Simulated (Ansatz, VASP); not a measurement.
Mg: VASP beside Ansatz

Contents of INCAR:

```
  AGGAC = 1.0
  AGGAX = 1.0
  ALDAC = 0.0
  ALDAX = 1.0
  ALGO = Normal
  EDIFF = 1E-6
  ENCUT = 520
  GGA = B5
  ISIF = 2
  ISMEAR = -1
  LASPH = T
  LCHARG = T
  LELF = T
  LREAL = F
  LVHAR = T
  LWAVE = F
  NBANDS = 10
  NELM = 100
  PREC = Accurate
  SIGMA = 0.1
```

Contents of KPOINTS:

```
k-points
0
Gamma
  8 8 11
```

File POSCAR:

```
Mg
1.0
    5.2106424809      0.0000000000      0.0000000000
   -2.6053212404      4.5125487585      0.0000000000
    0.0000000000      0.0000000000      3.1775272080
Mg
3
Direct
    1.0000000000      1.0000000000      0.0000000000
    0.3333333333      0.6666666667      0.5000000000
    0.6666666667      0.3333333333      0.5000000000
```

Input for Ansatz:

```yaml
crystal:
  lattice:
    - [5.2106424809, 0.0, 0.0]
    - [-2.6053212404, 4.5125487585, 0.0]
    - [0.0, 0.0, 3.177527208]
  atoms:
    - { symbol: Mg, position: [1.0, 1.0, 0.0] }
    - { symbol: Mg, position: [0.3333333333, 0.6666666667, 0.5] }
    - { symbol: Mg, position: [0.6666666667, 0.3333333333, 0.5] }
hamiltonian:
  xc: blyp
  pseudopotentials:
    kind: paw
    azcp:
      Mg: "pseudopotentials/Mg.paw.azcp"
basis:
  ecutwfc: 420
  fft_grid_basis: typed
kpoints:
  mp_grid: { grid: [8, 8, 11], shift: [0, 0, 0] }
magnetization:
  spin_polarized: false
scf:
  occupations: { method: fermi_dirac, width: 0.1 }
  lower_state_search: "off"
output:
  stress: true
  write_density: true
  write_potential: true
  elf: true
  volumetric_format: npy
```

Alike in both runs: task single point; functional BLYP; k mesh 8 × 8 × 11; occupations fermi-dirac, width 0.1 eV; no spin polarisation.

```csv
,VASP,Ansatz
version,VASP 6.6.1,Ansatz 0.2.0
potentials or method,"VASP PAW PBE potentials, release 64 (Mg), cutoff 520 eV","plane waves (420 eV) with PAW, scalar-relativistic"
valence electrons in the cell,6,30
```

Ansatz gave:

* pressure (GPa): -1.0
* traceless stress, the component that is largest in VASP (GPa): 0.24

Problem. What did VASP give for the same quantities?

Solution. Pressure (GPa): -1.1; traceless stress, the component that is largest in VASP (GPa): 0.24.

VASP's potentials were made for PBE, not for BLYP. The functional is the same, so the differences come from potentials, cutoffs and numerics. VASP's potentials hold 6 valence electrons a cell and Ansatz's 30, so a difference there can come from the potentials and not from the codes.
